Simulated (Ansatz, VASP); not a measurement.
**One calculation of ZrB, two programs**

The input INCAR:

```
PREC = Accurate
ENCUT = 600
EDIFF = 1E-6
ISMEAR = 0
SIGMA = 0.1
LREAL = F
LASPH = T
NELM = 60
ALGO = Normal
ISIF = 3
LWAVE = F
LCHARG = F
GGA = PE
IBRION = 2
NSW = 90
EDIFFG = -0.04
```

The input KPOINTS:

```
regular mesh
0
Gamma
  6 6 6
```

The input POSCAR:

```
ZrB
1.0
    1.6552767994      0.9556745058      2.7438792112
   -1.6552767994      0.9556745058      2.7438792112
    0.0000000000     -1.9113490115      2.7438792112
Zr B
1 1
Direct
    0.0000000000      0.0000000000      0.0000000000
    0.5000000000      0.5000000000      0.5000000000
```

Input for Ansatz:

```yaml
crystal:
  lattice:
    - [1.6552767994, 0.9556745058, 2.7438792112]
    - [-1.6552767994, 0.9556745058, 2.7438792112]
    - [0.0, -1.9113490115, 2.7438792112]
  atoms:
    - { symbol: Zr, position: [0.0, 0.0, 0.0] }
    - { symbol: B, position: [0.5, 0.5, 0.5] }
basis:
  ecutwfc: 420
kpoints:
  mp_grid: { grid: [6, 6, 6] }
hamiltonian:
  xc: pbe
scf:
  occupations: { method: gaussian, width: 0.1 }
  lower_state_search: "off"
output:
  forces: true
  stress: true
  eigenvalues: true
relax:
  adjacent_minimum: "off"
  f_tol: 0.04
  max_steps: 70
  cell: { stress_tol: 0.4 }
```

Alike in both runs: task relaxation of cell and atoms; functional PBE; k mesh 6 × 6 × 6; occupations gaussian, width 0.1 eV; no spin polarisation.

|  | VASP | Ansatz |
| --- | --- | --- |
| version | VASP 6.6.1 | Ansatz 0.2.0 |
| potentials or method | VASP PAW PBE potentials, release 64 (Zr_sv, B), cutoff 600 eV | scalar-relativistic, plane waves, PAW |
| valence electrons in the cell | 15 | 15 |

|  | VASP | Ansatz | Ansatz less VASP |
| --- | --- | --- | --- |
| gap on the k mesh at the Fermi level, each at its own relaxed structure (eV) | none | none | - |
| relaxed volume (Å³/atom) | 14.73 | 14.77 | +0.035 |
| relaxed cell length with the largest relative difference (Å) | 3.468 | 3.467 | -0.0004 |

A gap of «none» marks a metal or a gap that the smearing closes.

The k mesh is coarse, so the values compare programs but aren't converged.
